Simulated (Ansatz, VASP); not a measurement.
# In in VASP and in Ansatz

```xyz
1
Lattice="-1.6505 1.6505 2.5482 1.6505 -1.6505 2.5482 1.6505 1.6505 -2.5482" Properties=species:S:1:pos:R:3 pbc="T T T"
In    0.0000    0.0000    0.0000
```

Change from the starting cell: strain +0.015 along x and y, +0.030 along z, atoms carried along.

Alike in both runs: task single point; functional PBEsol; k mesh 20 × 20 × 20; occupations gaussian, width 0.15 eV; no spin polarisation.

|  | VASP | Ansatz |
| --- | --- | --- |
| version | VASP 6.6.1 | Ansatz 0.2.0 |
| potentials or method | VASP PAW PBE potentials, release 64 (In_d), cutoff 520 eV | scalar-relativistic, plane waves, PAW |
| valence electrons in the cell | 13 | 13 |

Ansatz gave:

| Item | Value |
| --- | --- |
| gap on the k mesh at the Fermi level (eV) | none |
| pressure (GPa) | -3.0 |
| traceless stress, the component that is largest in VASP (GPa) | -0.14 |

Problem. What did VASP give for the same quantities?

Solution. gap on the k mesh at the Fermi level (eV): none; pressure (GPa): -3.1; traceless stress, the component that is largest in VASP (GPa): -0.14.

VASP's potentials were made for PBE, not for PBEsol. A gap of «none» marks a metal or a gap that the smearing closes.
